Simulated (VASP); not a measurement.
Crystal: As.

```xyz
2
Lattice="0.0000 2.8264 2.8264 2.8264 0.0000 2.8264 2.8264 2.8264 0.0000" Properties=species:S:1:pos:R:3 pbc="T T T"
As    2.8264    2.8264    2.8264
As    4.2396    4.2396    4.2396
```

- Program: VASP 6.6.1
- Task: relaxation of cell and atoms
- Functional: PBEsol
- Potentials or basis: VASP PAW PBE potentials, release 64 (As)
- Cutoff: 600 eV
- k mesh: 6 × 6 × 6
- Occupations: gaussian, width 0.1 eV
- Spin: no spin polarisation

At the start: pressure 15.6 GPa; volume 22.58 Å³/atom.

Task: Where does the relaxation end?

Result: Over 3 steps the energy falls by 212.7 meV/atom and the volume is 27.63 Å³/atom (+22.4 %); space group Fd-3m (No. 227, to 0.05 Å).

The path:
```csv
step,energy change (eV),largest force (eV/Å),pressure (GPa),volume (Å³)
1,0.0000,0.0000,15.63,45.16
2,-0.3364,0.0000,-4.42,61.14
3,-0.4253,0.0000,-0.07,55.27
```

Final structure:
```
CELL_PARAMETERS angstrom
0.00000 3.02329 3.02329
3.02329 0.00000 3.02329
3.02329 3.02329 0.00000
ATOMIC_POSITIONS crystal
As 0.50000 0.50000 0.50000
As 0.75000 0.75000 0.75000
```

Caveat: the volume moved by over 15 % at a fixed basis, so the end points are rough; the PAW data sets were made with another functional, which shifts forces and pressure a little.
